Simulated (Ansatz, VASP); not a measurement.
**C: VASP beside Ansatz**

The input INCAR:

```
SYSTEM = C
PREC = Accurate
ENCUT = 910
EDIFF = 1E-7
ISMEAR = 0
SIGMA = 0.1
LREAL = .False.
LASPH = .True.
NELM = 120
ALGO = Normal
ISIF = 3
LWAVE = .False.
LCHARG = .False.
GGA = PS
IBRION = 2
NSW = 90
EDIFFG = -0.04
GGA_COMPAT = .False.
NELMIN = 4
```

KPOINTS

```
Automatic mesh
0
Gamma
  6 6 6
  0 0 0
```

POSCAR

```
C
1.0
    1.5254665541      0.8807285256      2.8287948316
   -1.5254665541      0.8807285256      2.8287948316
    0.0000000000     -1.7614570513      2.8287948316
C
2
Direct
    0.2275400000      0.2275400000      0.2275400000
    0.7724600000      0.7724600000      0.7724600000
```

Input for Ansatz:

```yaml
crystal:
  lattice:
    - [1.5254665541, 0.8807285256, 2.8287948316]
    - [-1.5254665541, 0.8807285256, 2.8287948316]
    - [0.0, -1.7614570513, 2.8287948316]
  atoms:
    - { symbol: C, position: [0.22754, 0.22754, 0.22754] }
    - { symbol: C, position: [0.77246, 0.77246, 0.77246] }
basis:
  ecutwfc: 420
kpoints:
  mp_grid: { grid: [6, 6, 6] }
hamiltonian:
  xc: pbesol
scf:
  occupations: { method: gaussian, width: 0.1 }
  lower_state_search: "off"
output:
  forces: true
  stress: true
  eigenvalues: true
relax:
  adjacent_minimum: "off"
  f_tol: 0.04
  max_steps: 70
  cell: { stress_tol: 0.4 }
```

Alike in both runs: task relaxation of cell and atoms; functional PBEsol; k mesh 6 × 6 × 6; occupations gaussian, width 0.1 eV; no spin polarisation.

|  | VASP | Ansatz |
| --- | --- | --- |
| version | VASP 6.6.1 | Ansatz 0.2.0 |
| potentials or method | VASP PAW PBE potentials, release 64 (C_h), cutoff 910 eV | scalar-relativistic, plane waves, PAW |
| valence electrons in the cell | 8 | 8 |

|  | VASP | Ansatz | Ansatz less VASP |
| --- | --- | --- | --- |
| gap on the k mesh at the Fermi level, each at its own relaxed structure (eV) | 4.05 | 0.70 | -3.358 |
| relaxed volume (Å³/atom) | 5.63 | 8.74 | +3.114 |
| relaxed cell length with the largest relative difference (Å) | 2.515 | 3.625 | +1.1099 |

VASP's potentials were made for PBE, not for PBEsol. One of these differences is far larger than is usual between the two programs; its cause wasn't traced.

Noted on VASP's run: the cutoff is short for stress, so the pressure is rough; the volume moved by over 15 % at a fixed basis, so the end points are rough.
